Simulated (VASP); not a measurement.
# Cu3N (Pm-3m) in VASP: notebook, part 2 of 2

VASP 6.6.1.

### Step 3. Single point, r2SCAN, collinear spin

The input, POSCAR:

```
Cu3N
1.0
    3.8140000000      0.0000000000      0.0000000000
    0.0000000000      3.8140000000      0.0000000000
    0.0000000000      0.0000000000      3.8140000000
N Cu
1 3
Direct
    0.0000000000      0.0000000000      0.0000000000
    0.5000000000      0.0000000000      0.0000000000
    0.0000000000      0.5000000000      0.0000000000
    0.0000000000      0.0000000000      0.5000000000
```

The input, INCAR.step1:

```
PREC     = Accurate       # precision mode
ENCUT    = 660            # plane-wave cutoff, eV
ISMEAR   = -1             # smearing method
SIGMA    = 0.1            # smearing width, eV
LREAL    = False          # projectors in reciprocal space
LASPH    = True           # aspherical terms in the spheres
NELM     = 200            # most SCF steps
ISPIN    = 2              # spin polarisation
MAGMOM   = 0 1 -1 -1      # initial moments
LMAXMIX  = 4              # l up to which the mixer works
NBANDS   = 31             # bands
GGA      = PE             # functional
ALGO     = Normal         # electronic algorithm
EDIFF    = 1E-5           # SCF threshold, eV
LWAVE    = True           # write WAVECAR
LCHARG   = False          # write CHGCAR
GGA_COMPAT= False
```

The input, INCAR.step2:

```
PREC     = Accurate       # precision mode
ENCUT    = 660            # plane-wave cutoff, eV
EDIFF    = 1E-6           # SCF threshold, eV
ISMEAR   = -1             # smearing method
SIGMA    = 0.1            # smearing width, eV
LREAL    = False          # projectors in reciprocal space
LASPH    = True           # aspherical terms in the spheres
NELM     = 200            # most SCF steps
ALGO     = Normal         # electronic algorithm
ISIF     = 2              # what is computed and relaxed
LWAVE    = False          # write WAVECAR
LCHARG   = False          # write CHGCAR
ISPIN    = 2              # spin polarisation
MAGMOM   = 0 1 -1 -1      # initial moments
LORBIT   = 11             # projections on sites
LMAXMIX  = 4              # l up to which the mixer works
METAGGA  = R2SCAN         # meta-GGA
LMIXTAU  = True         
NBANDS   = 31             # bands
ISTART   = 1            
GGA_COMPAT= False
```

The input, KPOINTS:

```
Automatic mesh
0
Gamma
  5 5 5
```

Potentials or basis: VASP PAW PBE potentials, release 64 (N, Cu).

The run is started by

```console
cat potpaw_PBE.64/N/POTCAR potpaw_PBE.64/Cu/POTCAR > POTCAR
cp INCAR.step1 INCAR
mpirun -np 1 vasp_std > vasp.out
cp INCAR.step2 INCAR
mpirun -np 1 vasp_std > vasp.out
```

OUTCAR:

```text
PREC = Accurate
   ENCUT = 660
   EDIFF = 1E-6
   ISMEAR = -1
   LREAL = False
   LASPH = True
   NELM = 200
   ISIF = 2
   ISPIN = 2
   LORBIT = 11
   METAGGA = R2SCAN
   ISTART = 1

 ion  position               nearest neighbor table
   1  0.000  0.000  0.000-   2 1.91   3 1.91   4 1.91   4 1.91   3 1.91   2 1.91
   2  0.500  0.000  0.000-   1 1.91   1 1.91   4 2.70   4 2.70   3 2.70   3 2.70   3 2.70   4 2.70
                             4 2.70   3 2.70
   3  0.000  0.500  0.000-   1 1.91   1 1.91   4 2.70   4 2.70   2 2.70   2 2.70   4 2.70   4 2.70
                             2 2.70   2 2.70
   4  0.000  0.000  0.500-   1 1.91   1 1.91   3 2.70   2 2.70   2 2.70   3 2.70   3 2.70   3 2.70
                             2 2.70   2 2.70

  LATTYP: Found a simple cubic cell.
 ALAT       =     3.8140000000

  Lattice vectors:

 A1 = (   3.8140000000,   0.0000000000,   0.0000000000)
 A2 = (   0.0000000000,   3.8140000000,   0.0000000000)
 A3 = (   0.0000000000,   0.0000000000,   3.8140000000)

Analysis of symmetry for initial positions (statically):
=====================================================================
 Subroutine PRICEL returns:
 Original cell was already a primitive cell.

 Routine SETGRP: Setting up the symmetry group for a
 simple cubic supercell.

 Subroutine GETGRP returns: Found 48 space group operations
 (whereof 48 operations were pure point group operations)
 out of a pool of 48 trial point group operations.

The static configuration has the point symmetry O_h .

Analysis of symmetry for dynamics (positions and initial velocities):
=====================================================================
 Subroutine PRICEL returns:
 Original cell was already a primitive cell.

 Routine SETGRP: Setting up the symmetry group for a
 simple cubic supercell.

 Subroutine GETGRP returns: Found 48 space group operations
 (whereof 48 operations were pure point group operations)
 out of a pool of 48 trial point group operations.

The dynamic configuration has the point symmetry O_h .

Analysis of structural, dynamic, and magnetic symmetry:
=====================================================================
 Subroutine PRICEL returns:
 Original cell was already a primitive cell.

 Routine SETGRP: Setting up the symmetry group for a
 simple cubic supercell.

 Subroutine GETGRP returns: Found 16 space group operations
 (whereof 16 operations were pure point group operations)
 out of a pool of 48 trial point group operations.

The overall configuration has the point symmetry D_4h.

 Subroutine INISYM returns: Found 16 space group operations
 (whereof 16 operations are pure point group operations),
 and found     1 'primitive' translations

----------------------------------------------------------------------------------------

                                     Primitive cell

  volume of cell :      55.4807

  direct lattice vectors                    reciprocal lattice vectors
[... 79 lines left out ...]
   LNONCOLLINEAR =      F non collinear calculations
   LSORBIT =      F    spin-orbit coupling
   LASPH  =      T    aspherical Exc in radial PAW
   ENCUT  =  660.0 eV  48.51 Ry    6.96 a.u.   7.99  7.99  7.99*2*pi/ulx,y,z
   NELM   =    200;   NELMIN=  2; NELMDL=  0     # of ELM steps
   EDIFF  = 0.1E-05   stopping-criterion for ELM
   LREAL  =      F    real-space projection
   EDIFFG = 0.1E-04   stopping-criterion for IOM
   NSW    =      0    number of steps for IOM
   IBRION =     -1    ionic relax: 0-MD 1-quasi-New 2-CG
   NFREE  =      0    steps in history (QN), initial steepest desc. (CG)
   ISIF   =      2    stress and relaxation
   ISYM   =      2    0-nonsym 1-usesym 2-fastsym
   POTIM  = 0.5000    time-step for ionic-motion
   TEBEG  =    0.0;   TEEND  =   0.0 temperature during run
   PSTRESS=    0.0 pullay stress
   NELECT =      38.0000    total number of electrons
   NUPDOWN=      -1.0000    fix difference up-down
   EMIN   =  10.00;   EMAX   =-10.00  energy-range for DOS
   EFERMI =   0.00;   METHOD = LEGACY
   ISMEAR =    -1;   SIGMA  =   0.10  broadening in eV -4-tet -1-fermi 0-gaus
   EFERMI_NEDOS =   21; number of points for ismear=-14 and -15
   IALGO  =     38    algorithm
   IMIX   =      4    mixing-type and parameters
     AMIX     =   0.40;   BMIX     =  1.00
     AMIX_MAG =   1.60;   BMIX_MAG =  1.00
  volume/ion in A,a.u.               =      13.87        93.60
  Fermi-wavevector in a.u.,A,eV,Ry     =   1.443074  2.727015 28.333633  2.082463
  Thomas-Fermi vector in A             =   2.561523
   LORBIT       =     11    0 simple, 1 ext, 2 COOP (PROOUT), +10 PAW based schemes
   METAGGA = R2SCAN    functional components
   LHFCALC =     F    Hartree Fock is set to
   AEXX    =    0.0000 exact exchange contribution
   IVDW    =     0    specifies the selected vdW correction
   LEPSILON=     F    determine dielectric tensor
   LRPA    =     F    only Hartree local field effects (RPA)
 spin polarized calculation
  energy-cutoff  :      660.00
  volume of cell :       55.48
 maximum number of plane-waves:      2158
 NGX is ok and might be reduce to    32
   NGX = 15   NGY = 15   NGZ = 15

 number of electron      37.9999972 magnetization      -0.0000000

 number of electron      37.9999972 magnetization       0.0000000

 Free energy of the ion-electron system (eV)
  ---------------------------------------------------
  ext. energy  EPLUGINS =         0.00000000
  ---------------------------------------------------
  free energy    TOTEN  =       -40.72865188 eV

  energy without entropy =      -40.72845066  energy(sigma->0) =      -40.72855127

 E-fermi :   5.2230     XC(G=0): -11.4357

 val. band max:        4.4083657509   @ k =   0.4000   0.4000   0.4000
 cond. band min:       5.9069094109   @ k =   0.0000   0.0000   0.0000
 fundamental gap:      1.4985436601
 Fermi energy:         5.2230029993

 spin component 1

 k-point     1 :       0.0000    0.0000    0.0000
  band No.  band energies     occupation
      1     -12.9605      1.00000
      2      -0.5202      1.00000
      3      -0.1423      1.00000
      4      -0.1423      1.00000
      5      -0.1423      1.00000
      6       0.8057      1.00000
[... 601 lines left out ...]
     30      23.8528      0.00000
     31      23.8531      0.00000
 Fermi energy:         5.2230029993

 spin component 2

 k-point     1 :       0.0000    0.0000    0.0000
  band No.  band energies     occupation
      1     -12.9605      1.00000
      2      -0.5202      1.00000
      3      -0.1423      1.00000
      4      -0.1423      1.00000
      5      -0.1423      1.00000
      6       0.8057      1.00000
[... 601 lines left out ...]
     30      23.8528      0.00000
     31      23.8532      0.00000

------------------------ aborting loop because EDIFF is reached ----------------------------------------

  FORCE on cell =-STRESS in cart. coord.  units (eV):
  Direction    XX          YY          ZZ          XY          YZ          ZX
  --------------------------------------------------------------------------------------
  -------------------------------------------------------------------------------------
  Total       -0.7297642     -0.7295292     -0.7295292      0.0000000     -0.0000000      0.0000000
  in kB      -21.0741983    -21.0674114    -21.0674114      0.0000000     -0.0000000      0.0000000
  external PRESSURE =     -21.0696737 kB  Pullay stress =       0.0000000 kB

 VOLUME and BASIS-vectors are now :
 -----------------------------------------------------------------------------
  energy-cutoff  :      660.00
  volume of cell :       55.48
      direct lattice vectors                 reciprocal lattice vectors
     3.814000000  0.000000000  0.000000000     0.262191924  0.000000000  0.000000000
     0.000000000  3.814000000  0.000000000     0.000000000  0.262191924  0.000000000
     0.000000000  0.000000000  3.814000000     0.000000000  0.000000000  0.262191924

 POSITION                                       TOTAL-FORCE (eV/Angst)
 -----------------------------------------------------------------------------------
      0.00000      0.00000      0.00000         0.000000      0.000000      0.000000
      1.90700      0.00000      0.00000         0.000000      0.000000      0.000000
      0.00000      1.90700      0.00000         0.000000      0.000000      0.000000
      0.00000      0.00000      1.90700         0.000000      0.000000      0.000000
 -----------------------------------------------------------------------------------
    total drift:                                0.000000      0.000000     -0.000000

  FREE ENERGIE OF THE ION-ELECTRON SYSTEM (eV)
  ---------------------------------------------------
  free  energy   TOTEN  =       -40.7286518815 eV

  energy  without entropy=      -40.7284506609  energy(sigma->0) =      -40.72855127

 total charge

# of ion       s       p       d       tot
------------------------------------------
    1        1.214   2.533   0.000   3.747
    2        0.433   0.394   9.245  10.072
    3        0.433   0.394   9.245  10.072
    4        0.433   0.394   9.245  10.072
--------------------------------------------------
tot          2.512   3.714  27.735  33.961

 magnetization (x)

# of ion       s       p       d       tot
------------------------------------------
    1        0.000  -0.000   0.000   0.000
    2        0.000   0.000  -0.000  -0.000
    3       -0.000  -0.000   0.000  -0.000
    4       -0.000  -0.000   0.000  -0.000
--------------------------------------------------
tot         -0.000  -0.000  -0.000  -0.000
```

Run time: 5.2 min. Hardware: 1 thread of Oxide Virtual Turin-like, shared host; peak memory 0.21 GiB.

Results:

| Property | Result |
| --- | --- |
| Free energy | -40.7287 eV |
| Pressure | -2.1 GPa |
| Band gap on the k mesh | 1.50 eV (least direct gap 1.96 eV) |
| Net moment | 0.00 μB per cell |
| Valence electrons inside the program's atomic spheres | N 3.75; Cu 10.07 |

Levels at points of the mesh, in eV from the valence-band top:
Spin up:
| k point | band 17 | band 18 | band 19 | band 20 | band 21 | band 22 |
| --- | --- | --- | --- | --- | --- | --- |
| (0.00, 0.00, 0.00) | -1.58 | -1.58 | -1.50 | 1.50 | 6.01 | 6.01 |
Spin down:
```
           k point  band 16  band 17  band 18  band 19  band 20  band 21  band 22  band 23
(0.00, 0.00, 0.00)    -1.58    -1.58    -1.58    -1.50     1.50     6.01     6.01     7.37
```

Caveat: the PAW data sets were made with another functional, which shifts forces and pressure a little; an odd mesh through Γ misses points on the zone boundary, where band edges can lie. r2SCAN opens gaps a little over a GGA but as a rule still falls short of measured ones.

### Step 4. Single point, r2SCAN, collinear spin

POSCAR is that of step 3.

The input, INCAR.step1:

```
SYSTEM = Cu3N
ALGO     = Normal         ! electronic algorithm
EDIFF    = 1E-5           ! SCF threshold, eV
ENCUT    = 660            ! plane-wave cutoff, eV
GGA      = PE             ! functional
GGA_COMPAT= .False.      
ISMEAR   = -1             ! smearing method
ISPIN    = 2              ! spin polarisation
LASPH    = .True.         ! aspherical terms in the spheres
LCHARG   = .False.        ! write CHGCAR
LMAXMIX  = 4              ! l up to which the mixer works
LREAL    = .False.        ! projectors in reciprocal space
LWAVE    = .True.         ! write WAVECAR
MAGMOM   = 0 1 -1 1       ! initial moments
NBANDS   = 31             ! bands
NELM     = 200            ! most SCF steps
PREC     = Accurate       ! precision mode
SIGMA    = 0.1            ! smearing width, eV
```

The input, INCAR.step2:

```
SYSTEM = Cu3N
ALGO     = Normal         ! electronic algorithm
EDIFF    = 1E-6           ! SCF threshold, eV
ENCUT    = 660            ! plane-wave cutoff, eV
GGA_COMPAT= .False.      
ISIF     = 2              ! what is computed and relaxed
ISMEAR   = -1             ! smearing method
ISPIN    = 2              ! spin polarisation
ISTART   = 1            
LASPH    = .True.         ! aspherical terms in the spheres
LCHARG   = .True.         ! write CHGCAR
LELF     = .True.         ! ELF
LMAXMIX  = 4              ! l up to which the mixer works
LMIXTAU  = .True.       
LORBIT   = 11             ! projections on sites
LREAL    = .False.        ! projectors in reciprocal space
LVHAR    = .True.       
LWAVE    = .False.        ! write WAVECAR
MAGMOM   = 0 1 -1 1       ! initial moments
METAGGA  = R2SCAN         ! meta-GGA
NBANDS   = 31             ! bands
NELM     = 200            ! most SCF steps
PREC     = Accurate       ! precision mode
SIGMA    = 0.1            ! smearing width, eV
```

The input, KPOINTS:

```
k-points
0
Gamma
  5 5 5
  0 0 0
```

Potentials or basis: VASP PAW PBE potentials, release 64 (N, Cu).

The run is started by

```console
cat potpaw_PBE.64/N/POTCAR potpaw_PBE.64/Cu/POTCAR > POTCAR
cp INCAR.step1 INCAR
mpirun -np 1 vasp_std > vasp.out
cp INCAR.step2 INCAR
mpirun -np 1 vasp_std > vasp.out
```

OUTCAR:

```text
SYSTEM = Cu3N
   EDIFF = 1E-6
   ENCUT = 660
   ISIF = 2
   ISMEAR = -1
   ISPIN = 2
   ISTART = 1
   LASPH = .True.
   LORBIT = 11
   LREAL = .False.
   METAGGA = R2SCAN
   NELM = 200
   PREC = Accurate

 ion  position               nearest neighbor table
   1  0.000  0.000  0.000-   2 1.91   3 1.91   4 1.91   4 1.91   3 1.91   2 1.91
   2  0.500  0.000  0.000-   1 1.91   1 1.91   4 2.70   4 2.70   3 2.70   3 2.70   3 2.70   4 2.70
                             4 2.70   3 2.70
   3  0.000  0.500  0.000-   1 1.91   1 1.91   4 2.70   4 2.70   2 2.70   2 2.70   4 2.70   4 2.70
                             2 2.70   2 2.70
   4  0.000  0.000  0.500-   1 1.91   1 1.91   3 2.70   2 2.70   2 2.70   3 2.70   3 2.70   3 2.70
[... 1451 lines left out ...]
     0.000000000  0.000000000  3.814000000     0.000000000  0.000000000  0.262191924

 POSITION                                       TOTAL-FORCE (eV/Angst)
 -----------------------------------------------------------------------------------
      0.00000      0.00000      0.00000         0.000000      0.000000      0.000000
      1.90700      0.00000      0.00000         0.000000      0.000000      0.000000
      0.00000      1.90700      0.00000         0.000000      0.000000      0.000000
      0.00000      0.00000      1.90700         0.000000      0.000000      0.000000
 -----------------------------------------------------------------------------------
    total drift:                                0.000000      0.000000     -0.000000

  FREE ENERGIE OF THE ION-ELECTRON SYSTEM (eV)
  ---------------------------------------------------
  free  energy   TOTEN  =       -40.7286518571 eV

  energy  without entropy=      -40.7284506356  energy(sigma->0) =      -40.72855125

 total charge

# of ion       s       p       d       tot
------------------------------------------
    1        1.214   2.533   0.000   3.747
    2        0.433   0.394   9.245  10.072
    3        0.433   0.394   9.245  10.072
    4        0.433   0.394   9.245  10.072
--------------------------------------------------
tot          2.512   3.714  27.735  33.961

 magnetization (x)

# of ion       s       p       d       tot
------------------------------------------
    1       -0.000   0.000   0.000   0.000
    2       -0.000  -0.000   0.000   0.000
    3        0.000   0.000  -0.000   0.000
    4       -0.000  -0.000   0.000   0.000
--------------------------------------------------
tot          0.000   0.000   0.000   0.000
```

Run time: 3.6 min. Hardware: 1 thread of Oxide Virtual Turin-like, shared host; peak memory 0.21 GiB.

Results:

* Free energy: -40.7287 eV
* Pressure: -2.1 GPa
* Band gap on the k mesh: 1.50 eV (least direct gap 1.96 eV)
* Net moment: 0.00 μB per cell
* Valence electrons inside the program's atomic spheres: N 3.75; Cu 10.07

Caveat: the PAW data sets were made with another functional, which shifts forces and pressure a little; an odd mesh through Γ misses points on the zone boundary, where band edges can lie.

### Step 5. Single point, r2SCAN, collinear spin

POSCAR is that of step 4.

The input, INCAR.step1:

```
PREC     = Accurate       # precision mode
ENCUT    = 660            # plane-wave cutoff, eV
ISMEAR   = -1             # smearing method
SIGMA    = 0.1            # smearing width, eV
LREAL    = False          # projectors in reciprocal space
LASPH    = True           # aspherical terms in the spheres
NELM     = 200            # most SCF steps
ISPIN    = 2              # spin polarisation
MAGMOM   = 0 1.4 -1.4 1.4 # initial moments
LMAXMIX  = 4              # l up to which the mixer works
NBANDS   = 31             # bands
GGA      = PE             # functional
ALGO     = Normal         # electronic algorithm
EDIFF    = 1E-5           # SCF threshold, eV
LWAVE    = True           # write WAVECAR
LCHARG   = False          # write CHGCAR
GGA_COMPAT= False
```

The input, INCAR.step2:

```
PREC     = Accurate       # precision mode
ENCUT    = 660            # plane-wave cutoff, eV
EDIFF    = 1E-6           # SCF threshold, eV
ISMEAR   = -1             # smearing method
SIGMA    = 0.1            # smearing width, eV
LREAL    = False          # projectors in reciprocal space
LASPH    = True           # aspherical terms in the spheres
NELM     = 200            # most SCF steps
ALGO     = Normal         # electronic algorithm
ISIF     = 2              # what is computed and relaxed
LWAVE    = False          # write WAVECAR
LCHARG   = False          # write CHGCAR
ISPIN    = 2              # spin polarisation
MAGMOM   = 0 1.4 -1.4 1.4 # initial moments
LORBIT   = 11             # projections on sites
LMAXMIX  = 4              # l up to which the mixer works
METAGGA  = R2SCAN         # meta-GGA
LMIXTAU  = True         
NBANDS   = 31             # bands
ISTART   = 1            
GGA_COMPAT= False
```

The input, KPOINTS:

```
regular mesh
0
Gamma
  5 5 5
```

The run is started by

```console
cat potpaw_PBE.64/N/POTCAR potpaw_PBE.64/Cu/POTCAR > POTCAR
cp INCAR.step1 INCAR
mpirun -np 1 vasp_std > vasp.out
cp INCAR.step2 INCAR
mpirun -np 1 vasp_std > vasp.out
```

Wall time 3.5 min (1 thread of Oxide Virtual Turin-like, shared host); peak memory 0.21 GiB.

Results (log left out):

```
Free energy                                           : -40.7287 eV
Pressure                                              : -2.1 GPa
Band gap on the k mesh                                : 1.50 eV (least direct gap 1.96 eV)
Net moment                                            : 0.00 μB per cell
Valence electrons inside the program's atomic spheres : N 3.75; Cu 10.07
```

Levels at points of the mesh, in eV from the valence-band top:
Spin up:
```tsv
k point	band 17	band 18	band 19	band 20	band 21	band 22
(0.00, 0.00, 0.00)	-1.58	-1.58	-1.50	1.50	6.01	6.01
```
Spin down:
```
           k point  band 16  band 17  band 18  band 19  band 20  band 21  band 22  band 23
(0.00, 0.00, 0.00)    -1.58    -1.58    -1.58    -1.50     1.50     6.01     6.01     7.37
```

Caveat: the PAW data sets were made with another functional, which shifts forces and pressure a little; an odd mesh through Γ misses points on the zone boundary, where band edges can lie.
